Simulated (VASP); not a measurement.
# Al2Cu (I4/mcm) in VASP: a series of runs, part 2 of 2

VASP 6.6.1. The steps go on from the part before.

## (3) Relaxation of cell and atoms, PBE+D3(BJ)

This run uses another cell than the first one, of 14.96 Å³/atom.

INCAR reads:

```
ALGO     = Normal         # electronic algorithm
EDIFF    = 1E-6           # SCF threshold, eV
EDIFFG   = -0.02          # ionic threshold
ENCUT    = 600            # plane-wave cutoff, eV
GGA      = PE             # functional
IBRION   = 2              # ionic algorithm
ISIF     = 3              # what is computed and relaxed
ISMEAR   = 0              # smearing method
IVDW     = 12             # dispersion correction
LASPH    = T              # aspherical terms in the spheres
LCHARG   = F              # write CHGCAR
LREAL    = F              # projectors in reciprocal space
LWAVE    = F              # write WAVECAR
NELM     = 100            # most SCF steps
NSW      = 70             # ionic steps
PREC     = Accurate       # precision mode
SIGMA    = 0.1            # smearing width, eV
```

KPOINTS reads:

```
k-points
0
Gamma
  10 10 10
```

POSCAR reads:

```
Al2Cu
1.0
   -3.0335000000      3.0335000000      2.4385000000
    3.0335000000     -3.0335000000      2.4385000000
    3.0335000000      3.0335000000     -2.4385000000
Al Cu
4 2
Direct
    0.1581000000      0.6581000000      0.8162000000
    0.6581000000      0.8419000000      0.5000000000
    0.8419000000      0.3419000000      0.1838000000
    0.3419000000      0.1581000000      0.5000000000
    0.7500000000      0.7500000000      0.0000000000
    0.2500000000      0.2500000000      0.0000000000
```

Potentials or basis: VASP PAW PBE potentials, release 64 (Al, Cu).

Command:

```bash
$ cat potpaw_PBE.64/Al/POTCAR potpaw_PBE.64/Cu/POTCAR > POTCAR
$ mpirun -np 1 vasp_std > vasp.out
```

OUTCAR:

```text
EDIFF = 1E-6
   EDIFFG = -0.02
   ENCUT = 600
   GGA = PE
   IBRION = 2
   ISIF = 3
   ISMEAR = 0
   IVDW = 12
   LASPH = T
   LREAL = F
   NELM = 100
   NSW = 70
   PREC = Accurate
 IVDW          = 12

 ion  position               nearest neighbor table
   1  0.158  0.658  0.816-   5 2.59   6 2.59   5 2.59   6 2.59   3 2.71   3 2.90   3 2.90   2 3.10
                             4 3.10   4 3.10   2 3.10   2 3.23   4 3.23   4 3.23   2 3.23
   2  0.658  0.842  0.500-   5 2.59   5 2.59   6 2.59   6 2.59   4 2.71   4 2.90   4 2.90   1 3.10
                             3 3.10   1 3.10   3 3.10   1 3.23   3 3.23   3 3.23   1 3.23
   3  0.842  0.342  0.184-   5 2.59   6 2.59   5 2.59   6 2.59   1 2.71   1 2.90   1 2.90   4 3.10
                             2 3.10   2 3.10   4 3.10   4 3.23   2 3.23   4 3.23   2 3.23
   4  0.342  0.158  0.500-   6 2.59   6 2.59   5 2.59   5 2.59   2 2.71   2 2.90   2 2.90   1 3.10
                             3 3.10   1 3.10   3 3.10   1 3.23   3 3.23   1 3.23   3 3.23
   5  0.750  0.750  0.000-   6 2.44   6 2.44   1 2.59   3 2.59   1 2.59   3 2.59   2 2.59   2 2.59
                             4 2.59   4 2.59
   6  0.250  0.250  0.000-   5 2.44   5 2.44   1 2.59   3 2.59   1 2.59   3 2.59   4 2.59   4 2.59
                             2 2.59   2 2.59

  LATTYP: Found a body centered tetragonal cell.
 ALAT       =     6.0670000000
 C/A-ratio  =     0.8038569309

  Lattice vectors:

 A1 = (  -3.0335000000,   3.0335000000,   2.4385000000)
 A2 = (   3.0335000000,  -3.0335000000,   2.4385000000)
 A3 = (   3.0335000000,   3.0335000000,  -2.4385000000)

Analysis of symmetry for initial positions (statically):
=====================================================================
 Subroutine PRICEL returns:
 Original cell was already a primitive cell.

 Routine SETGRP: Setting up the symmetry group for a
 body centered tetragonal supercell.

 Subroutine GETGRP returns: Found 16 space group operations
 (whereof  8 operations were pure point group operations)
 out of a pool of 16 trial point group operations.

The static configuration has the point symmetry C_4h.
 The point group associated with its full space group is D_4h.

Analysis of symmetry for dynamics (positions and initial velocities):
=====================================================================
 Subroutine PRICEL returns:
 Original cell was already a primitive cell.

[... 123 lines left out ...]
   ISYM   =      2    0-nonsym 1-usesym 2-fastsym
   POTIM  = 0.5000    time-step for ionic-motion
   TEBEG  =    0.0;   TEEND  =   0.0 temperature during run
   PSTRESS=    0.0 pullay stress
   NELECT =      34.0000    total number of electrons
   NUPDOWN=      -1.0000    fix difference up-down
   EMIN   =  10.00;   EMAX   =-10.00  energy-range for DOS
   EFERMI =   0.00;   METHOD = LEGACY
   ISMEAR =     0;   SIGMA  =   0.10  broadening in eV -4-tet -1-fermi 0-gaus
   EFERMI_NEDOS =   21; number of points for ismear=-14 and -15
   IALGO  =     38    algorithm
   IMIX   =      4    mixing-type and parameters
     AMIX     =   0.40;   BMIX     =  1.00
     AMIX_MAG =   1.60;   BMIX_MAG =  1.00
  volume/ion in A,a.u.               =      14.96       100.95
  Fermi-wavevector in a.u.,A,eV,Ry     =   1.184525  2.238428 19.090326  1.403099
  Thomas-Fermi vector in A             =   2.320737
   LORBIT       =      0    0 simple, 1 ext, 2 COOP (PROOUT), +10 PAW based schemes
   GGA     = PE    functional components
   LHFCALC =     F    Hartree Fock is set to
   AEXX    =    0.0000 exact exchange contribution
   IVDW    =    12    specifies the selected vdW correction
   LEPSILON=     F    determine dielectric tensor
   LRPA    =     F    only Hartree local field effects (RPA)
 conjugate gradient relaxation of ions
 non-spin polarized calculation
 Gauss-broadening in eV      SIGMA  =   0.10
  energy-cutoff  :      600.00
  volume of cell :       89.76
 maximum number of plane-waves:      3020
   NGX = 19   NGY = 19   NGZ = 19

--------------------------------------- Ionic step        1  -------------------------------------------

 number of electron      33.9999978 magnetization

 Free energy of the ion-electron system (eV)
  ---------------------------------------------------
  ext. energy  EPLUGINS =         0.00000000
  ---------------------------------------------------
  free energy    TOTEN  =       -23.38922061 eV

  energy without entropy =      -23.37941053  energy(sigma->0) =      -23.38431557

------------------------ aborting loop because EDIFF is reached ----------------------------------------

 Edisp (eV)   -2.38644

 E8    (eV) :    -1.0516
[... 167 lines left out ...]
--------------------------------------- Ionic step        5  -------------------------------------------

 number of electron      34.0000008 magnetization

 Free energy of the ion-electron system (eV)
  ---------------------------------------------------
  ext. energy  EPLUGINS =         0.00000000
  ---------------------------------------------------
  free energy    TOTEN  =       -23.33154804 eV

  energy without entropy =      -23.32217619  energy(sigma->0) =      -23.32686211

 E-fermi :   8.4410     XC(G=0): -11.0381

 val. band max:        8.4398474620   @ k =   0.0000   0.0000   0.0000
 cond. band min:       8.4421336051   @ k =  -0.2000  -0.3000   0.2000
 fundamental gap:      0.0022861431
 Fermi energy:         8.4409943248

 k-point     1 :       0.0000    0.0000    0.0000
  band No.  band energies     occupation
      1      -2.5992      2.00000
      2       2.9593      2.00000
      3       3.1477      2.00000
      4       3.1477      2.00000
      5       3.1743      2.00000
      6       4.0999      2.00000
[... 565 lines left out ...]
     20      11.1565      0.00000
     21      11.8663      0.00000

 [... further k-points ...]

------------------------ aborting loop because EDIFF is reached ----------------------------------------

 Edisp (eV)   -2.50538

 E8    (eV) :    -1.1048
[... 29 lines left out ...]
  FREE ENERGIE OF THE ION-ELECTRON SYSTEM (eV)
  ---------------------------------------------------
  free  energy   TOTEN  =       -25.8369287565 eV

  energy  without entropy=      -25.8275569041  energy(sigma->0) =      -25.83224283

 reached required accuracy - stopping structural energy minimisation
```

OSZICAR:

```text
N       E                     dE             d eps       ncg     rms          rms(c)
DAV:   1     0.198588754199E+03    0.19859E+03   -0.15367E+04  4284   0.203E+03
DAV:   2    -0.152945950268E+02   -0.21388E+03   -0.20814E+03  4284   0.353E+02
[... 47 lines left out ...]
   4 F= -.25836800E+02 E0= -.25832023E+02  d E =-.611383E-01
       N       E                     dE             d eps       ncg     rms          rms(c)
DAV:   1    -0.233317855467E+02   -0.32196E-03   -0.78042E-03  5389   0.827E-01    0.998E-02
DAV:   2    -0.233316332998E+02    0.15225E-03   -0.40868E-04  6511   0.504E-01    0.655E-02
DAV:   3    -0.233315851128E+02    0.48187E-04   -0.31796E-04  5952   0.513E-01    0.441E-02
DAV:   4    -0.233315477515E+02    0.37361E-04   -0.10792E-04  6774   0.274E-01    0.474E-03
DAV:   5    -0.233315480379E+02   -0.28645E-06   -0.75533E-06  5597   0.322E-02
   5 F= -.25836929E+02 E0= -.25832243E+02  d E =-.128336E-03
```

Run time: 8.4 min. Hardware: 1 thread of AMD EPYC 9R45 (Zen 5), shared host; peak memory 0.37 GiB.

What came out:

```yaml
Free_energy: -25.8369 eV
Relaxed_volume: 14.28 Å³/atom
Relaxed_cell: a = 4.857 Å, b = 4.857 Å, c = 4.857 Å, α = 104.19°, β = 104.19°, γ = 120.64°
Space_group_after_relaxing_to_0.1_Å: I4/mcm (No. 140)
Energy_gained_by_relaxing: 10.2 meV/atom
Ionic_steps: 5
Pressure_after_relaxing: 0.1 GPa
Band_gap_on_the_k_mesh: zero (bands 17 and 18 overlap by 4.46 eV)
Dispersion_energy_per_atom: -0.418 eV
```

Stress tensor (GPa, compression positive):
```
0.08 0.00 0.00
0.00 0.08 0.00
0.00 0.00 0.21
```

Step by step:
| step | energy change (eV) | largest force (eV/Å) | pressure (GPa) | volume (Å³) |
| --- | --- | --- | --- | --- |
| 1 | 0.0000 | 0.0229 | -4.82 | 89.76 |
| 2 | -0.0498 | 0.0209 | 2.26 | 84.04 |
| 3 | -0.0611 | 0.0055 | 0.00 | 85.75 |
| 4 | -0.0611 | 0.0067 | 0.03 | 85.67 |
| 5 | -0.0613 | 0.0007 | 0.12 | 85.67 |

Final structure:
```xyz
6
Lattice="-2.9841 2.9841 2.4051 2.9841 -2.9841 2.4051 2.9841 2.9841 -2.4051" Properties=species:S:1:pos:R:3 pbc="T T T"
Al    3.9280    0.9439    0.0000
Al    2.0402    0.9439    2.4051
Al   -0.9439    2.0402    2.4051
Al    0.9439    2.0402    0.0000
Cu    2.9841    2.9841    1.2025
Cu    2.9841    2.9841   -1.2025
```
